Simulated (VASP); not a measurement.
Wanted: the native input for a VASP 6.6.1 run.

```
Task                   : single point
Functional             : r2SCAN
Potentials or basis    : VASP PAW PBE potentials, release 64 (B, Al, P)
Cutoff                 : 520 eV
k mesh                 : 12 × 12 × 4
Occupations            : gaussian, width 0.01 eV
Spin                   : no spin polarisation
Dipole correction      : no
Further INCAR settings : ALGO = Normal; EDIFF = 1e-07; NBANDS = 21
```

The system is AlB2P3.

```xyz
6
Lattice="3.4083 0.0000 0.0000 -1.7042 2.9517 0.0000 0.0000 0.0000 8.6151" Properties=species:S:1:pos:R:3 pbc="T T T"
B     0.0000    0.0000   -0.1223
B     1.7042    0.9839    5.9074
Al    0.0000    1.9678    2.9035
P     1.7042    0.9839    7.8736
P     0.0000    1.9678    5.2782
P     0.0000    0.0000    1.8511
```

The input as run:

POSCAR

```
AlB2P3
1.0
    3.4083298663      0.0000000000      0.0000000000
   -1.7041649331      2.9517002487      0.0000000000
    0.0000000000      0.0000000000      8.6151137251
B Al P
2 1 3
Direct
    0.0000000000      0.0000000000     -0.0142002433
    0.6666666667      0.3333333333      0.6857069917
    0.3333333333      0.6666666667      0.3370278487
    0.6666666667      0.3333333333      0.9139262967
    0.3333333333      0.6666666667      0.6126679886
    0.0000000000      0.0000000000      0.2148711175
```

INCAR.step1

```
SYSTEM = AlB2P3
PREC = Accurate ; ENCUT = 520
ISMEAR = 0 ; SIGMA = 0.01
LREAL = .FALSE. ; LASPH = .TRUE.
NELM = 60 ; NBANDS = 21
GGA = PE ; ALGO = Normal
EDIFF = 1E-4 ; LWAVE = .TRUE.
LCHARG = .FALSE.
```

INCAR.step2

```
SYSTEM = AlB2P3
PREC = Accurate ; ENCUT = 520
EDIFF = 1E-7 ; ISMEAR = 0
SIGMA = 0.01 ; LREAL = .FALSE.
LASPH = .TRUE. ; NELM = 60
ALGO = Normal ; ISIF = 2
LWAVE = .FALSE. ; LCHARG = .FALSE.
METAGGA = R2SCAN ; LMIXTAU = .TRUE.
NBANDS = 21 ; ISTART = 1
```

KPOINTS

```
Automatic mesh
0
G
  12 12 4
  0 0 0
```

Potentials or basis: VASP PAW PBE potentials, release 64 (B, Al, P).

Command:

```console
$ cat potpaw_PBE.64/B/POTCAR potpaw_PBE.64/Al/POTCAR potpaw_PBE.64/P/POTCAR > POTCAR
$ cp INCAR.step1 INCAR
$ mpirun -np 1 vasp_std > vasp.out
$ cp INCAR.step2 INCAR
$ mpirun -np 1 vasp_std > vasp.out
```

It gave:

| Property | Result |
| --- | --- |
| Pressure | -0.4 GPa |
| Largest force | 0.027 eV/Å |
| Band gap on the k mesh | 0.51 eV, indirect (least direct gap 1.79 eV) |

Caveat: the PAW data sets were made with another functional, which shifts forces and pressure a little.

Wall time 5.5 min on 1 thread of Intel(R) Xeon(R) 6975P-C (Granite Rapids), on a shared host, peak memory 0.29 GiB.
